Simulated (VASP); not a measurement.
## NaCl: single point with PBEsol

The system is NaCl.

```
Na Cl
1.0
     0.00000    2.89137    2.89137
     2.89137    0.00000    2.89137
     2.89137    2.89137    0.00000
Na Cl
1 1
Cartesian
  0.0000 0.0000 0.0000
  2.8914 2.8914 2.8914
```

This cell differs from its parent crystal: volume scaled by 1.10.

```json
{"Program": "VASP 6.6.1", "Task": "single point", "Functional": "PBEsol", "Potentials or basis": "VASP PAW PBE potentials, release 64 (Na_pv, Cl)", "Cutoff": "520 eV", "k mesh": "8 × 8 × 8", "Occupations": "gaussian, width 0.02 eV", "Spin": "no spin polarisation"}
```

The pressure is -2.0 GPa and the band gap on the k mesh is 4.67 eV, direct.

Levels at points of the mesh, in eV from the valence-band top:
```
           k point  band 4  band 5  band 6  band 7  band 8  band 9  band 10  band 11
(0.00, 0.00, 0.00)  -12.48    0.00    0.00    0.00    4.67   10.92    10.92    10.92
(0.50, 0.00, 0.00)  -12.21   -1.75   -0.23   -0.23    6.95    9.92    10.68    10.68
(0.50, 0.50, 0.00)  -12.17   -1.51   -0.54   -0.54    7.23    7.95    10.62    13.97
```

Wall time 17 s on 1 thread of Intel(R) Xeon(R) Platinum 8259CL CPU @ 2.50GHz (Skylake/Cascade Lake), with other jobs on the host, peak memory 0.16 GiB.

Caveat: the PAW data sets were made with another functional, which shifts forces and pressure a little. A k mesh can miss the band edges.
